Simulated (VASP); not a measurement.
# HfAl5N6 (Cmmm) in VASP: single point with PBE

Aim: the single point of HfAl5N6 with PBE.

All numbers are computed with VASP 6.6.1; they aren't measurements. Logs are shortened: lines on timing, memory, paths and dates and some standing lists are left out, and cuts for length are marked.

**1. The cell of the first run**

It takes space group Cmmm (No. 65, orthorhombic). Conventional cell: a = 4.737 Å, b = 14.211 Å, c = 4.737 Å, α = 90.00°, β = 90.00°, γ = 90.00°. Within 3.1 Å of Hf (site symmetry mmm) lie 6 N at 2.37 Å. Within 3.1 Å of Al (site symmetry m2m) lie 6 N at 2.37 Å. Within 3.1 Å of Al (site symmetry m2m) lie 6 N at 2.37 Å. Al (site symmetry mmm) has 6 N at 2.37 Å within 3.1 Å. N (site symmetry mmm) has 4 Al at 2.37 Å and 2 Hf at 2.37 Å within 3.1 Å. Within 3.1 Å of N (site symmetry mmm) lie 2 Hf at 2.37 Å and 4 Al at 2.37 Å. Within 3.1 Å of N (site symmetry m2m) lie 5 Al at 2.37 Å and 1 Hf at 2.37 Å. N (site symmetry m2m) has 6 Al at 2.37 Å within 3.1 Å.

**2. Single point, PBE**

Input file INCAR:

```
PREC = Accurate ; ENCUT = 520
EDIFF = 1E-6 ; ISMEAR = 0
SIGMA = 0.1 ; LREAL = F
LASPH = T ; NELM = 80
ALGO = Normal ; ISIF = 2
LWAVE = F ; LCHARG = F
GGA = PE ; NBANDS = 40
```

Input file KPOINTS:

```
Automatic mesh
0
Gamma
  4 4 4
```

Input file POSCAR:

```
HfAl5N6
1.0
    2.3685243000     -7.1055728900      0.0000000000
    2.3685243000      7.1055728900      0.0000000000
    0.0000000000      0.0000000000      4.7370485900
Hf Al N
1 5 6
Direct
    0.0000000000      0.0000000000      0.5000000000
    0.1666666700      0.8333333300      0.0000000000
    0.6666666700      0.3333333300      0.5000000000
    0.5000000000      0.5000000000      0.0000000000
    0.8333333300      0.1666666700      0.0000000000
    0.3333333300      0.6666666700      0.5000000000
    0.5000000000      0.5000000000      0.5000000000
    0.0000000000      0.0000000000      0.0000000000
    0.8333333300      0.1666666700      0.5000000000
    0.3333333300      0.6666666700      0.0000000000
    0.1666666700      0.8333333300      0.5000000000
    0.6666666700      0.3333333300      0.0000000000
```

Potentials or basis: VASP PAW PBE potentials, release 64 (Hf_pv, Al, N).

Command:

```bash
cat potpaw_PBE.64/Hf_pv/POTCAR potpaw_PBE.64/Al/POTCAR potpaw_PBE.64/N/POTCAR > POTCAR
mpirun -np 1 vasp_std > vasp.out
```

OUTCAR:

```text
PREC = Accurate
   ENCUT = 520
   EDIFF = 1E-6
   ISMEAR = 0
   LREAL = F
   LASPH = T
   NELM = 80
   ISIF = 2
   GGA = PE

 ion  position               nearest neighbor table
   1  0.000  0.000  0.500-   8 2.37   8 2.37   7 2.37   7 2.37   9 2.37  11 2.37   4 3.35   4 3.35
                             4 3.35   4 3.35   5 3.35   2 3.35   2 3.35   5 3.35   6 3.35   6 3.35
   2  0.167  0.833  0.000-  10 2.37  11 2.37  11 2.37  12 2.37  12 2.37   8 2.37   6 3.35   6 3.35
                             5 3.35   5 3.35   3 3.35   3 3.35   3 3.35   3 3.35   1 3.35   1 3.35
   3  0.667  0.333  0.500-   9 2.37  12 2.37  12 2.37  11 2.37  11 2.37   7 2.37   5 3.35   5 3.35
                             6 3.35   6 3.35   2 3.35   2 3.35   2 3.35   2 3.35   4 3.35   4 3.35
   4  0.500  0.500  0.000-   7 2.37   7 2.37   8 2.37   8 2.37  10 2.37  12 2.37   1 3.35   1 3.35
                             1 3.35   1 3.35   6 3.35   3 3.35   3 3.35   6 3.35   5 3.35   5 3.35
   5  0.833  0.167  0.000-  12 2.37   9 2.37   9 2.37  10 2.37  10 2.37   8 2.37   3 3.35   3 3.35
                             2 3.35   2 3.35   6 3.35   6 3.35   6 3.35   6 3.35   1 3.35   1 3.35
   6  0.333  0.667  0.500-  11 2.37  10 2.37  10 2.37   9 2.37   9 2.37   7 2.37   2 3.35   2 3.35
                             3 3.35   3 3.35   5 3.35   5 3.35   5 3.35   5 3.35   4 3.35   4 3.35
   7  0.500  0.500  0.500-   4 2.37   4 2.37   1 2.37   1 2.37   3 2.37   6 2.37
   8  0.000  0.000  0.000-   1 2.37   1 2.37   4 2.37   4 2.37   2 2.37   5 2.37
   9  0.833  0.167  0.500-   3 2.37   5 2.37   5 2.37   6 2.37   6 2.37   1 2.37
  10  0.333  0.667  0.000-   2 2.37   6 2.37   6 2.37   5 2.37   5 2.37   4 2.37
  11  0.167  0.833  0.500-   6 2.37   2 2.37   2 2.37   3 2.37   3 2.37   1 2.37
  12  0.667  0.333  0.000-   5 2.37   3 2.37   3 2.37   2 2.37   2 2.37   4 2.37

  LATTYP: Found a base centered orthorhombic cell.
 ALAT       =     4.7370486000
 B/A-ratio  =     2.9999999958
 C/A-ratio  =     0.9999999979

  Lattice vectors:

 A1 = (   2.3685243000,  -7.1055728900,   0.0000000000)
 A2 = (   2.3685243000,   7.1055728900,   0.0000000000)
 A3 = (   0.0000000000,   0.0000000000,   4.7370485900)

Analysis of symmetry for initial positions (statically):
=====================================================================
 Subroutine PRICEL returns:
 Original cell was already a primitive cell.

 Routine SETGRP: Setting up the symmetry group for a
 base centered orthorhombic supercell.

 Subroutine GETGRP returns: Found  8 space group operations
 (whereof  8 operations were pure point group operations)
 out of a pool of  8 trial point group operations.

The static configuration has the point symmetry D_2h.

Analysis of symmetry for dynamics (positions and initial velocities):
=====================================================================
 Subroutine PRICEL returns:
 Original cell was already a primitive cell.

 Routine SETGRP: Setting up the symmetry group for a
 base centered orthorhombic supercell.

 Subroutine GETGRP returns: Found  8 space group operations
 (whereof  8 operations were pure point group operations)
 out of a pool of  8 trial point group operations.

The dynamic configuration has the point symmetry D_2h.

 Subroutine INISYM returns: Found  8 space group operations
 (whereof  8 operations are pure point group operations),
 and found     1 'primitive' translations

----------------------------------------------------------------------------------------

                                     Primitive cell

  volume of cell :     159.4464

  direct lattice vectors                    reciprocal lattice vectors
     2.368524300 -7.105572890  0.000000000     0.211101908 -0.070367303  0.000000000
     2.368524300  7.105572890  0.000000000     0.211101908  0.070367303  0.000000000
     0.000000000  0.000000000  4.737048590     0.000000000  0.000000000  0.211101909

  length of vectors
     7.489931472  7.489931472  4.737048590     0.222520950  0.222520950  0.211101909

  position of ions in fractional coordinates (direct lattice)
     0.000000000  0.000000000  0.500000000
     0.166666670  0.833333330  0.000000000
     0.666666670  0.333333330  0.500000000
     0.500000000  0.500000000  0.000000000
     0.833333330  0.166666670  0.000000000
     0.333333330  0.666666670  0.500000000
     0.500000000  0.500000000  0.500000000
     0.000000000  0.000000000  0.000000000
     0.833333330  0.166666670  0.500000000
     0.333333330  0.666666670  0.000000000
     0.166666670  0.833333330  0.500000000
     0.666666670  0.333333330  0.000000000

  ion indices of the primitive-cell ions
   primitive index   ion index
                 1           1
                 2           2
                 3           3
                 4           4
                 5           5
                 6           6
                 7           7
                 8           8
                 9           9
                10          10
                11          11
                12          12

----------------------------------------------------------------------------------------

 KPOINTS: Automatic mesh

Automatic generation of k-mesh.
 Grid dimensions read from file:
 generate k-points for:    4    4    4

 Generating k-lattice:

  Cartesian coordinates                     Fractional coordinates (reciprocal lattice)
     0.052775477 -0.017591826  0.000000000     0.250000000  0.000000000  0.000000000
     0.052775477  0.017591826  0.000000000     0.000000000  0.250000000  0.000000000
     0.000000000  0.000000000  0.052775477     0.000000000  0.000000000  0.250000000

  Length of vectors
     0.055630237  0.055630237  0.052775477

  Shift w.r.t. Gamma in fractional coordinates (k-lattice)
     0.000000000  0.000000000  0.000000000

 Subroutine IBZKPT returns following result:
 ===========================================

 Found     21 irreducible k-points:

 Following reciprocal coordinates:
            Coordinates               Weight
  0.000000  0.000000  0.000000      1.000000
  0.250000  0.000000  0.000000      4.000000
  0.500000  0.000000  0.000000      2.000000
  0.250000  0.250000  0.000000      2.000000
  0.500000  0.250000  0.000000      4.000000
 -0.250000  0.250000  0.000000      2.000000
[... 13 lines left out ...]
 -0.250000  0.250000  0.500000      2.000000
  0.500000  0.500000  0.500000      1.000000
   k-points           NKPTS =     21   k-points in BZ     NKDIM =     21   number of bands    NBANDS=     40
   number of dos      NEDOS =    301   number of ions     NIONS =     12
   total plane-waves  NPLWV = 112896
   dimension x,y,z NGX =    56 NGY =   56 NGZ =   36
   dimension x,y,z NGXF=   112 NGYF=  112 NGZF=   72
   ions per type =               1   5   6
   NGX,Y,Z   is equivalent  to a cutoff of  12.43, 12.43, 12.63 a.u.
   NGXF,Y,Z  is equivalent  to a cutoff of  24.86, 24.86, 25.27 a.u.
 SYSTEM =  unknown system
   PREC   = accura    normal or accurate (medium, high low for compatibility)
   ISTART =      0    job   : 0-new  1-cont  2-samecut
   ICHARG =      2    charge: 1-file 2-atom 10-const
   ISPIN  =      1    spin polarized calculation?
   LNONCOLLINEAR =      F non collinear calculations
   LSORBIT =      F    spin-orbit coupling
   LASPH  =      T    aspherical Exc in radial PAW
   ENCUT  =  520.0 eV  38.22 Ry    6.18 a.u.  13.93 13.93  8.81*2*pi/ulx,y,z
   NELM   =     80;   NELMIN=  2; NELMDL= -5     # of ELM steps
   EDIFF  = 0.1E-05   stopping-criterion for ELM
   LREAL  =      F    real-space projection
   EDIFFG = 0.1E-04   stopping-criterion for IOM
   NSW    =      0    number of steps for IOM
   IBRION =     -1    ionic relax: 0-MD 1-quasi-New 2-CG
   NFREE  =      0    steps in history (QN), initial steepest desc. (CG)
   ISIF   =      2    stress and relaxation
   ISYM   =      2    0-nonsym 1-usesym 2-fastsym
   POTIM  = 0.5000    time-step for ionic-motion
   TEBEG  =    0.0;   TEEND  =   0.0 temperature during run
   PSTRESS=    0.0 pullay stress
   NELECT =      55.0000    total number of electrons
   NUPDOWN=      -1.0000    fix difference up-down
   EMIN   =  10.00;   EMAX   =-10.00  energy-range for DOS
   EFERMI =   0.00;   METHOD = LEGACY
   ISMEAR =     0;   SIGMA  =   0.10  broadening in eV -4-tet -1-fermi 0-gaus
   EFERMI_NEDOS =   21; number of points for ismear=-14 and -15
   IALGO  =     38    algorithm
   IMIX   =      4    mixing-type and parameters
     AMIX     =   0.40;   BMIX     =  1.00
     AMIX_MAG =   1.60;   BMIX_MAG =  1.00
  volume/ion in A,a.u.               =      13.29        89.67
  Fermi-wavevector in a.u.,A,eV,Ry     =   1.148129  2.169650 17.935212  1.318201
  Thomas-Fermi vector in A             =   2.284806
   LORBIT       =      0    0 simple, 1 ext, 2 COOP (PROOUT), +10 PAW based schemes
   GGA     = PE    functional components
   LHFCALC =     F    Hartree Fock is set to
   AEXX    =    0.0000 exact exchange contribution
   IVDW    =     0    specifies the selected vdW correction
   LEPSILON=     F    determine dielectric tensor
   LRPA    =     F    only Hartree local field effects (RPA)
 non-spin polarized calculation
 Gauss-broadening in eV      SIGMA  =   0.10
  energy-cutoff  :      520.00
  volume of cell :      159.45
 maximum number of plane-waves:      4319
   NGX = 27   NGY = 27   NGZ = 17

 number of electron      54.9999993 magnetization

 Free energy of the ion-electron system (eV)
  ---------------------------------------------------
  ext. energy  EPLUGINS =         0.00000000
  ---------------------------------------------------
  free energy    TOTEN  =       -83.80780301 eV

  energy without entropy =      -83.79141018  energy(sigma->0) =      -83.79960660

 E-fermi :   7.2042     XC(G=0): -10.5415

 val. band max:        7.1730840511   @ k =   0.2500   0.0000   0.0000
 cond. band min:       7.2256430704   @ k =   0.5000   0.5000   0.2500
 fundamental gap:      0.0525590193
 Fermi energy:         7.2042065312

 k-point     1 :       0.0000    0.0000    0.0000
  band No.  band energies     occupation
      1     -25.7568      2.00000
      2     -25.7208      2.00000
      3     -25.7075      2.00000
      4      -9.2285      2.00000
      5      -8.0353      2.00000
      6      -7.7267      2.00000
[... 31 lines left out ...]
     38      11.2967      0.00000
     39      11.9907      0.00000

 k-point     2 :       0.2500    0.0000    0.0000
  band No.  band energies     occupation
      1     -25.7565      2.00000
      2     -25.7276      2.00000
      3     -25.7072      2.00000
      4      -8.9445      2.00000
      5      -7.9746      2.00000
      6      -7.7507      2.00000
[... 31 lines left out ...]
     38      11.4738      0.00000
     39      11.9668      0.00000

 k-point     3 :       0.5000    0.0000    0.0000
  band No.  band energies     occupation
      1     -25.7562      2.00000
      2     -25.7343      2.00000
      3     -25.7069      2.00000
      4      -8.3594      2.00000
      5      -8.1444      2.00000
      6      -7.7835      2.00000
[... 706 lines left out ...]
 k-point    20 :      -0.2500    0.2500    0.5000
  band No.  band energies     occupation
      1     -25.7562      2.00000
      2     -25.7210      2.00000
      3     -25.7202      2.00000
      4      -8.3778      2.00000
      5      -8.1182      2.00000
      6      -7.8425      2.00000
[... 31 lines left out ...]
     38      10.6411      0.00000
     39      11.3996      0.00000

 k-point    21 :       0.5000    0.5000    0.5000
  band No.  band energies     occupation
      1     -25.7562      2.00000
      2     -25.7210      2.00000
      3     -25.7202      2.00000
      4      -8.2625      2.00000
      5      -7.9708      2.00000
      6      -7.9430      2.00000
[... 31 lines left out ...]
     38      11.1576      0.00000
     39      11.2572      0.00000
 [bands above 39 left out]

------------------------ aborting loop because EDIFF is reached ----------------------------------------

  FORCE on cell =-STRESS in cart. coord.  units (eV):
  Direction    XX          YY          ZZ          XY          YZ          ZX
  --------------------------------------------------------------------------------------
  -------------------------------------------------------------------------------------
  Total      -36.7643679    -37.3552484    -36.5472909      0.0000000      0.0000000      0.0000000
  in kB     -369.4221295   -375.3595181   -367.2408578      0.0000000      0.0000000      0.0000000
  external PRESSURE =    -370.6741685 kB  Pullay stress =       0.0000000 kB

 VOLUME and BASIS-vectors are now :
 -----------------------------------------------------------------------------
  energy-cutoff  :      520.00
  volume of cell :      159.45
      direct lattice vectors                 reciprocal lattice vectors
     2.368524300 -7.105572890  0.000000000     0.211101908 -0.070367303  0.000000000
     2.368524300  7.105572890  0.000000000     0.211101908  0.070367303  0.000000000
     0.000000000  0.000000000  4.737048590     0.000000000  0.000000000  0.211101909

 POSITION                                       TOTAL-FORCE (eV/Angst)
 -----------------------------------------------------------------------------------
      0.00000      0.00000      2.36852         0.000000      0.000000     -0.000000
      2.36852      4.73705      0.00000         0.000000     -0.485918     -0.000000
      2.36852     -2.36852      2.36852         0.000000     -0.474328     -0.000000
      2.36852      0.00000      0.00000        -0.000000      0.000000     -0.000000
      2.36852     -4.73705      0.00000         0.000000      0.485918     -0.000000
      2.36852      2.36852      2.36852         0.000000      0.474328     -0.000000
      2.36852      0.00000      2.36852         0.000000      0.000000     -0.000000
      0.00000      0.00000      0.00000         0.000000      0.000000     -0.000000
      2.36852     -4.73705      2.36852         0.000000     -0.326886     -0.000000
      2.36852      2.36852      0.00000         0.000000     -0.079990      0.000000
      2.36852      4.73705      2.36852         0.000000      0.326886     -0.000000
      2.36852     -2.36852      0.00000         0.000000      0.079990     -0.000000
 -----------------------------------------------------------------------------------
    total drift:                                0.000000      0.000000      0.000000

  FREE ENERGIE OF THE ION-ELECTRON SYSTEM (eV)
  ---------------------------------------------------
  free  energy   TOTEN  =       -83.8078030117 eV

  energy  without entropy=      -83.7914101797  energy(sigma->0) =      -83.79960660
```

Run time: 2.3 min. Hardware: 1 thread of AMD EPYC 9R14 (Zen 4), shared host; peak memory 0.36 GiB.

Results:

| Property | Result |
| --- | --- |
| Free energy | -83.8078 eV |
| Pressure | -37.1 GPa |
| Largest force | 0.486 eV/Å |

Forces in eV/Å, atoms in the order of the input:
```
Hf   0.000  0.000  0.000
Al   0.000 -0.486  0.000
Al   0.000 -0.474  0.000
Al   0.000  0.000  0.000
Al   0.000  0.486  0.000
Al   0.000  0.474  0.000
N    0.000  0.000  0.000
N    0.000  0.000  0.000
N    0.000 -0.327  0.000
N    0.000 -0.080  0.000
N    0.000  0.327  0.000
N    0.000  0.080  0.000
```

Stress tensor (GPa, compression positive):
```
-36.94   0.00   0.00
  0.00 -37.54   0.00
  0.00   0.00 -36.72
```

Caveat: spin-orbit coupling is left out, which moves the levels of the heavy elements.
